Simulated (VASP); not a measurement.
Input of a VASP 6.6.1 run:

Contents of INCAR:

```
SYSTEM = Mg3Sb2
ALGO = Normal ; EDIFF = 1E-6
ENCUT = 600 ; GGA = PE
GGA_COMPAT = .False. ; ISIF = 2
ISMEAR = 0 ; LASPH = .True.
LCHARG = .True. ; LELF = .True.
LREAL = .False. ; LVHAR = .True.
LWAVE = .False. ; NBANDS = 16
NELM = 120 ; PREC = Accurate
SIGMA = 0.01
```

The input KPOINTS:

```
k-points
0
Gamma
  12 12 6
  0 0 0
```

POSCAR

```
Mg3Sb2
1.0
    4.5938670597      0.0000000000      0.0000000000
   -2.2969335298      3.9784055753      0.0000000000
    0.0000000000      0.0000000000      6.8378189018
Mg Sb
3 2
Direct
    0.3333333333      0.6666666667      0.6389882563
    0.6666666667      0.3333333333      0.3610117437
    0.0000000000      0.0000000000      0.0000000000
    0.3333333333      0.6666666667      0.2211207122
    0.6666666667      0.3333333333      0.7788792878
```

Potentials or basis: VASP PAW PBE potentials, release 64 (Mg, Sb).

Command:

```console
$ cat potpaw_PBE.64/Mg/POTCAR potpaw_PBE.64/Sb/POTCAR > POTCAR
$ mpirun -np 1 vasp_std > vasp.out
```

Q: What does it give for the pressure?

A: 3.0 GPa.

Q: Estimate the largest force.

A: 0.018 eV/Å.

Stress tensor (GPa, compression positive):
```
1.87 0.00 0.00
0.00 1.87 0.00
0.00 0.00 5.14
```

Caveat: the cell differs from its parent crystal (strain along c alone, the other axes held: -6.0 %, then relaxed in part).
